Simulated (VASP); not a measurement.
Write the native input for VASP 6.6.1 that does the following.

- Task: electric field gradients
- Functional: PBE
- Potentials or basis: VASP PAW PBE potentials, release 64 (P)
- Cutoff: 520 eV
- k mesh: 15 × 15 × 8
- Occupations: fermi-dirac, width 0.05 eV
- Spin: no spin polarisation
- Dipole correction: no
- Further INCAR settings: ALGO = Normal; EDIFF = 1e-08; NBANDS = 12

The structure of P lies in POSCAR:

```
P
1.0
    2.6595197626      0.0000000000      0.0000000000
   -1.3297598813      2.3032116763      0.0000000000
    0.0000000000      0.0000000000      4.5099155578
P
2
Direct
    0.3333333333      0.6666666667      0.2500000000
    0.6666666667      0.3333333333      0.7500000000
```

This isn't the form of P at room conditions, which is orthorhombic.

One way to write it, as run:

INCAR

```
SYSTEM = P
PREC = Accurate ; ENCUT = 520
EDIFF = 1E-8 ; ISMEAR = -1
SIGMA = 0.05 ; LREAL = .FALSE.
LASPH = .TRUE. ; NELM = 80
ALGO = Normal ; ISIF = 2
LWAVE = .FALSE. ; LCHARG = .FALSE.
GGA = PE ; LEFG = .TRUE.
NBANDS = 12
```

KPOINTS

```
regular mesh
0
G
  15 15 8
  0 0 0
```

Potentials or basis: VASP PAW PBE potentials, release 64 (P).

Run with:

```console
$ cat potpaw_PBE.64/P/POTCAR > POTCAR
$ mpirun -np 1 vasp_std > vasp.out
```

It gave:

```
Pressure                                : 5.0 GPa
Band gap on the k mesh                  : zero (bands 5 and 6 overlap by 11.53 eV)
Largest electric field gradient by atom : P -2.2 V/Å²
```

Caveat: the cell stands under pressure; without QUAD_EFG the Cq values of the log hold for a quadrupole moment of 1 mb, not for the nuclei.

Run time: 15 s on 1 thread of Intel(R) Xeon(R) 6975P-C (Granite Rapids), with other jobs on the host, peak memory 0.15 GiB.
